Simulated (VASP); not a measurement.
Write the native input for VASP 6.6.1 that does the following.

* Task: single point
* Functional: PBE
* Potentials or basis: VASP PAW PBE potentials, release 64 (Al, O)
* Cutoff: 520 eV
* k mesh: 5 × 5 × 1
* Occupations: gaussian, width 0.1 eV
* Spin: no spin polarisation
* Dipole correction: yes
* Further INCAR settings: ALGO = Normal; EDIFF = 1e-06; NBANDS = 33

The structure of Al12O lies in POSCAR:

```
Al12O
1.0
    5.7143028096      0.0000000000      0.0000000000
    0.0000000000      5.7143028096      0.0000000000
    0.0000000000      0.0000000000     19.6750228481
Al O
12 1
Direct
    0.2500000000      0.2500000000      0.2033034488
    0.2500000000      0.7500000000      0.2033034488
    0.7500000000      0.2500000000      0.2033034488
    0.7500000000      0.7500000000      0.2033034488
    0.0000000000      0.0000000000      0.3092772432
    0.0000000000      0.5000000000      0.3092772432
    0.5000000000      0.0000000000      0.3092772432
    0.5000000000      0.5000000000      0.3092772432
    0.2500000000      0.2500000000      0.4155025847
    0.2500000000      0.7500000000      0.4155025847
    0.7500000000      0.2500000000      0.4155025847
    0.7500000000      0.7500000000      0.4155025847
    0.4166666667      0.4166666667      0.4680246956
```

One way to write it, as run:

INCAR

```
  ALGO = Normal
  DIPOL = 0.5 0.5 0.322
  EDIFF = 1E-6
  ENCUT = 520
  GGA = PE
  IDIPOL = 3
  ISIF = 2
  ISMEAR = 0
  LASPH = T
  LCHARG = F
  LDIPOL = T
  LREAL = F
  LWAVE = F
  NBANDS = 33
  NELM = 60
  PREC = Accurate
  SIGMA = 0.1
```

KPOINTS

```
k-points
0
Gamma
  5 5 1
```

Potentials or basis: VASP PAW PBE potentials, release 64 (Al, O).

Run with:

```bash
$ cat potpaw_PBE.64/Al/POTCAR potpaw_PBE.64/O/POTCAR > POTCAR
$ mpirun -np 1 vasp_std > vasp.out
```

Results of the run:

* Largest force: 1.632 eV/Å
* Band gap on the k mesh: zero (band 21 reaches -0.05 eV, above the bottom of band 22 at -0.90 eV)

Run time: 5.2 min on 1 thread of AMD EPYC 7R43 64-Core Processor (Zen 3), with other jobs on the host, peak memory 0.58 GiB.
